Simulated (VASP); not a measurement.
# H4C10F in VASP: a series of runs, part 2 of 2

VASP 6.6.1. The steps go on from the part before.

### 3 Single point, PBE+D3(BJ)

Contents of INCAR:

```
PREC     = Accurate       # precision mode
ENCUT    = 520            # plane-wave cutoff, eV
EDIFF    = 1E-6           # SCF threshold, eV
ISMEAR   = -1             # smearing method
SIGMA    = 0.02           # smearing width, eV
LREAL    = Auto         
LASPH    = T              # aspherical terms in the spheres
NELM     = 100            # most SCF steps
ALGO     = Normal         # electronic algorithm
ISIF     = 2              # what is computed and relaxed
LWAVE    = F              # write WAVECAR
LCHARG   = T              # write CHGCAR
GGA      = PE             # functional
IVDW     = 12             # dispersion correction
LELF     = T              # ELF
LVHAR    = T            
NBANDS   = 72             # bands
```

Contents of KPOINTS:

```
Automatic mesh
0
Gamma
  2 2 1
```

Contents of POSCAR:

```
H4C10F
1.0
    5.0487420000      0.0000000000      0.0000000000
    0.0000000000      5.0487420000      0.0000000000
    0.0000000000      0.0000000000     17.1647000000
H C F
8 20 2
Direct
    0.4277897346      0.0000000000      0.0582591015
    0.0722160095      0.0000000000      0.0582591015
    0.9277954786      0.0000000000      0.0582591015
    0.5722217535      0.0000000000      0.0582591015
    0.4277897346      0.5000057440      0.0582591015
    0.0722160095      0.5000057440      0.0582591015
    0.9277954786      0.5000057440      0.0582591015
    0.5722217535      0.5000057440      0.0582591015
    0.2500028720      0.0000000000      0.0952361533
    0.7500086160      0.0000000000      0.0952361533
    0.2500028720      0.5000057440      0.0952361533
    0.7500086160      0.5000057440      0.0952361533
    0.2500028720      0.2500028720      0.1472324014
    0.7500086160      0.2500028720      0.1472324014
    0.2500028720      0.7500086160      0.1472324014
    0.7500086160      0.7500086160      0.1472324014
   -0.0097251949      0.2614710754      0.1977430424
    0.5045019135      0.2463187859      0.1959836175
   -0.0091507944      0.7344799952      0.2075655269
    0.4919641368      0.7504047543      0.2060740939
   -0.0044961695      0.0275910316      0.2546505328
    0.4854872758      0.0141817506      0.2536543021
    0.0052686392      0.4830906392      0.2553321643
    0.4976091074      0.4748113490      0.2554894638
    0.2318201247      0.1032138303      0.2997255996
    0.7467998959      0.1194753069      0.2949075719
    0.2549744075      0.4061407772      0.2997022960
    0.7387582887      0.3895623900      0.3015083281
    0.2091015940      0.9794717179      0.3707026630
    0.2748803563      0.5085227171      0.3710929990
```

Potentials or basis: VASP PAW PBE potentials, release 64 (H, C, F).

On the command line:

```console
cat potpaw_PBE.64/H/POTCAR potpaw_PBE.64/C/POTCAR potpaw_PBE.64/F/POTCAR > POTCAR
mpirun -np 1 vasp_std > vasp.out
```

Wall time 6.3 min (1 thread of AMD EPYC 7R43 (Zen 3), shared host); peak memory 0.47 GiB.

Results (log left out):

- Free energy: -201.9296 eV
- Largest force: 8.976 eV/Å
- Band gap on the k mesh: 1.10 eV
- Dispersion energy per atom: -0.108 eV

Forces on the atoms (eV/Å):
```
H   -8.937 -0.059  0.116
H    8.976 -0.081  0.048
H   -8.908 -0.037  0.079
H    8.900 -0.039  0.166
H   -8.939  0.061  0.021
H    8.959  0.052  0.073
H   -8.873  0.029  0.132
H    8.907  0.032  0.057
C   -0.409 -0.077  1.479
C    0.466 -0.199  1.507
C    0.199  0.090  1.149
C   -0.324  0.211  1.167
C   -0.342  0.353 -2.495
C   -0.221  0.373 -2.269
C   -0.589 -0.620  1.459
C   -0.612 -0.556  1.729
C    2.666 -1.972 -1.845
C   -2.472  0.451 -0.508
C    1.059  3.722 -1.371
C    0.634 -0.568 -0.540
C   -1.170 -1.655 -1.059
C    1.445  0.310  0.632
C   -2.023  0.587  0.692
C    0.381  1.332 -1.596
C    1.773 -2.743 -0.226
C   -1.358 -1.240  0.111
C   -1.132  0.826 -0.486
C    1.763  0.441 -1.480
F    0.515  0.694  1.059
F   -0.336  0.284  2.199
```

Levels at points of the mesh, in eV from the valence-band top:
| k point | band 48 | band 49 | band 50 | band 51 | band 52 | band 53 | band 54 | band 55 |
| --- | --- | --- | --- | --- | --- | --- | --- | --- |
| (0.00, 0.00, 0.00) | -2.44 | -1.46 | -0.74 | -0.19 | 1.29 | 2.16 | 3.31 | 3.54 |
| (0.50, 0.00, 0.00) | -2.59 | -2.42 | -2.39 | -1.49 | 1.41 | 3.33 | 3.35 | 4.11 |
| (0.00, 0.50, 0.00) | -2.28 | -1.35 | -0.44 | 0.00 | 1.10 | 3.07 | 3.10 | 3.52 |
| (0.50, 0.50, 0.00) | -3.21 | -3.19 | -2.76 | -1.22 | 1.31 | 4.01 | 4.05 | 4.12 |

Caveat: the k points lie up to 0.62 Å⁻¹ apart; the atoms stand as in a frame of molecular dynamics.

### 4 Single point, PBE+D3(BJ)

Contents of INCAR:

```
SYSTEM = H4C10F
  ALGO = Normal
  EDIFF = 1E-6
  ENCUT = 520
  GGA = PE
  ISIF = 2
  ISMEAR = -1
  IVDW = 12
  LASPH = .TRUE.
  LCHARG = .FALSE.
  LREAL = Auto
  LWAVE = .FALSE.
  NBANDS = 72
  NELM = 100
  PREC = Accurate
  SIGMA = 0.02
```

Contents of KPOINTS:

```
k-points
0
G
  2 2 1
  0 0 0
```

Contents of POSCAR:

```
H4C10F
1.0
    5.0487420000      0.0000000000      0.0000000000
    0.0000000000      5.0487420000      0.0000000000
    0.0000000000      0.0000000000     17.1647000000
H C F
8 20 2
Direct
    0.4277897346      0.0000000000      0.0582591015
    0.0722160095      0.0000000000      0.0582591015
    0.9277954786      0.0000000000      0.0582591015
    0.5722217535      0.0000000000      0.0582591015
    0.4277897346      0.5000057440      0.0582591015
    0.0722160095      0.5000057440      0.0582591015
    0.9277954786      0.5000057440      0.0582591015
    0.5722217535      0.5000057440      0.0582591015
    0.2500028720      0.0000000000      0.0952361533
    0.7500086160      0.0000000000      0.0952361533
    0.2500028720      0.5000057440      0.0952361533
    0.7500086160      0.5000057440      0.0952361533
    0.2500028720      0.2500028720      0.1472324014
    0.7500086160      0.2500028720      0.1472324014
    0.2500028720      0.7500086160      0.1472324014
    0.7500086160      0.7500086160      0.1472324014
    0.0110918720      0.2537463788      0.1918996545
    0.4903597768      0.2410699537      0.1925638083
    0.0047140456      0.7411747322      0.2037670335
    0.4896071140      0.7381640813      0.2020542159
    0.0105174715      0.0083189040      0.2462262667
    0.5045217205      0.0156078485      0.2491974809
    0.0022183744      0.4846553854      0.2501063229
    0.4988371361      0.4801196021      0.2528211970
    0.2664624178      0.0960833412      0.2992886564
    0.7479090831      0.1057689222      0.2830343670
    0.2471902902      0.4056059906      0.2982050371
    0.7574758227      0.3876609262      0.2864192208
    0.2538850272      0.9966245057      0.3740001282
    0.2182127746      0.4938061798      0.3725494765
```

Potentials or basis: VASP PAW PBE potentials, release 64 (H, C, F).

On the command line:

```console
cat potpaw_PBE.64/H/POTCAR potpaw_PBE.64/C/POTCAR potpaw_PBE.64/F/POTCAR > POTCAR
mpirun -np 1 vasp_std > vasp.out
```

OUTCAR:

```text
SYSTEM = H4C10F
   EDIFF = 1E-6
   ENCUT = 520
   GGA = PE
   ISIF = 2
   ISMEAR = -1
   IVDW = 12
   LASPH = .TRUE.
   LREAL = Auto
   NELM = 100
   PREC = Accurate
 IVDW          = 12

 ion  position               nearest neighbor table
   1  0.428  0.000  0.058-   4 0.73   9 1.10
   2  0.072  0.000  0.058-   3 0.73   9 1.10
   3  0.928  0.000  0.058-   2 0.73  10 1.10
   4  0.572  0.000  0.058-   1 0.73  10 1.10
   5  0.428  0.500  0.058-   8 0.73  11 1.10
[... 526 lines left out ...]
  -------------------------------------------------------------------------------------
  Total      77.60366    -5.36320     6.96773     1.34244    -0.02804    -0.15403
  in kB     284.17785   -19.63955    25.51523     4.91591    -0.10266    -0.56403
  external pressure =       96.68 kB  Pullay stress =        0.00 kB

 VOLUME and BASIS-vectors are now :
 -----------------------------------------------------------------------------
  energy-cutoff  :      520.00
  volume of cell :      437.52
      direct lattice vectors                 reciprocal lattice vectors
     5.048742000  0.000000000  0.000000000     0.198069143  0.000000000  0.000000000
     0.000000000  5.048742000  0.000000000     0.000000000  0.198069143  0.000000000
     0.000000000  0.000000000 17.164700000     0.000000000  0.000000000  0.058259102

 POSITION                                       TOTAL-FORCE (eV/Angst)
 -----------------------------------------------------------------------------------
      2.15980      0.00000      1.00000        -8.956106     -0.064214      0.126761
      0.36460      0.00000      1.00000         8.954534     -0.095183      0.094252
      4.68420      0.00000      1.00000        -8.959030     -0.072779      0.075938
      2.88900      0.00000      1.00000         8.974090     -0.063503      0.096940
      2.15980      2.52440      1.00000        -8.955090      0.074331      0.054199
      0.36460      2.52440      1.00000         8.959201      0.000543      0.115732
[... 22 lines left out ...]
      1.28180      5.03170      6.41960         0.301925      0.178326     -0.238251
      1.10170      2.49310      6.39470         0.455568      0.426357      0.881409
 -----------------------------------------------------------------------------------
    total drift:                               -0.028490     -0.004260     -0.060881

  FREE ENERGIE OF THE ION-ELECTRON SYSTEM (eV)
  ---------------------------------------------------
  free  energy   TOTEN  =      -202.2175658558 eV

  energy  without entropy=     -202.2175658558  energy(sigma->0) =     -202.21756586
```

OSZICAR:

```text
N       E                     dE             d eps       ncg     rms          rms(c)
DAV:   1     0.775456006009E+03    0.77546E+03   -0.47197E+04   576   0.122E+03
DAV:   2    -0.120212616765E+03   -0.89567E+03   -0.85028E+03   808   0.305E+02
DAV:   3    -0.209557163256E+03   -0.89345E+02   -0.88539E+02   672   0.973E+01
[... 17 lines left out ...]
DAV:  21    -0.198965996807E+03   -0.19255E-04   -0.60760E-07   504   0.361E-03    0.140E-03
DAV:  22    -0.198966025696E+03   -0.28889E-04   -0.19094E-06   504   0.449E-03    0.111E-03
DAV:  23    -0.198966032545E+03   -0.68495E-05   -0.26359E-07   464   0.246E-03    0.662E-04
DAV:  24    -0.198966036012E+03   -0.34672E-05   -0.17477E-07   456   0.123E-03    0.438E-04
DAV:  25    -0.198966036882E+03   -0.86963E-06   -0.95519E-08   480   0.137E-03
   1 F= -.20221757E+03 E0= -.20221757E+03  d E =-.122154E-11
```

stdout:

```text
POSCAR found type information on POSCAR H C F
 POSCAR found :  3 types and      30 ions
 scaLAPACK will be used
 LDA part: xc-table for (Slater+PW92), standard interpolation
 POSCAR, INCAR and KPOINTS ok, starting setup
 FFT: planning ... GRIDC
 FFT: planning ... GRID_SOFT
 FFT: planning ... GRID
 WAVECAR not read
 entering main loop
```

Run time: 6.5 min. Hardware: 1 thread of AMD EPYC 7R43 (Zen 3), shared host; peak memory 0.47 GiB.

What came out:

```
Free energy                : -202.2176 eV
Largest force              : 8.975 eV/Å
Band gap on the k mesh     : 1.39 eV
Dispersion energy per atom : -0.108 eV
```

Forces on the atoms (eV/Å):
```
H   -8.956 -0.064  0.127
H    8.955 -0.095  0.094
H   -8.959 -0.073  0.076
H    8.974 -0.064  0.097
H   -8.955  0.074  0.054
H    8.959  0.001  0.116
H   -8.967 -0.004  0.075
H    8.951  0.069  0.061
C   -0.126 -0.273  0.780
C    0.108 -0.169  1.030
C    0.237  0.229  0.483
C   -0.066  0.147  0.787
C    0.302  0.112 -5.860
C    0.058  0.125 -3.928
C   -0.313 -1.013 -0.015
C   -0.309 -0.871  0.356
C   -1.336 -1.211  0.619
C    1.144  1.807  0.636
C   -0.621  1.626 -1.328
C    2.160  1.774  0.642
C   -0.578  1.354  2.666
C   -1.824 -1.700  0.562
C    0.994 -0.971  0.032
C   -0.336  0.397 -0.982
C   -2.446 -1.728 -0.897
C    3.392  1.570  1.807
C    0.456  0.288 -0.023
C   -1.654 -1.943  1.287
F    0.302  0.178 -0.238
F    0.456  0.426  0.881
```

Levels at points of the mesh, in eV from the valence-band top:
| k point | band 48 | band 49 | band 50 | band 51 | band 52 | band 53 | band 54 | band 55 |
| --- | --- | --- | --- | --- | --- | --- | --- | --- |
| (0.00, 0.00, 0.00) | -2.38 | -0.87 | -0.53 | -0.08 | 1.62 | 2.44 | 3.64 | 3.95 |
| (0.50, 0.00, 0.00) | -2.41 | -2.18 | -1.96 | -0.78 | 1.83 | 3.62 | 3.67 | 4.43 |
| (0.00, 0.50, 0.00) | -2.19 | -0.77 | -0.31 | 0.00 | 1.39 | 3.33 | 3.36 | 3.76 |
| (0.50, 0.50, 0.00) | -2.88 | -2.79 | -2.46 | -0.54 | 1.73 | 4.27 | 4.33 | 4.38 |

Caveat: the k points lie up to 0.62 Å⁻¹ apart; the atoms stand as in a frame of molecular dynamics.

### 5 Summary

```tsv
cell	gap on the mesh (eV)	largest force (eV/Å)
as given, atomic positions A	1.40	8.96
as given, atomic positions B	1.10	8.98
as given, atomic positions C	1.39	8.97
```

Alike in all rows: task single point; level PBE+D3(BJ); potentials or basis VASP PAW PBE potentials, release 64 (H, C, F); no spin polarisation; k mesh 2 × 2 × 1; cutoff (eV) 520; smearing fermi-dirac 0.02 eV.

Caveats: all runs use coarse meshes; the atoms stand as in a frame of molecular dynamics.

Absolute energies hang on the potentials; compare differences alone.
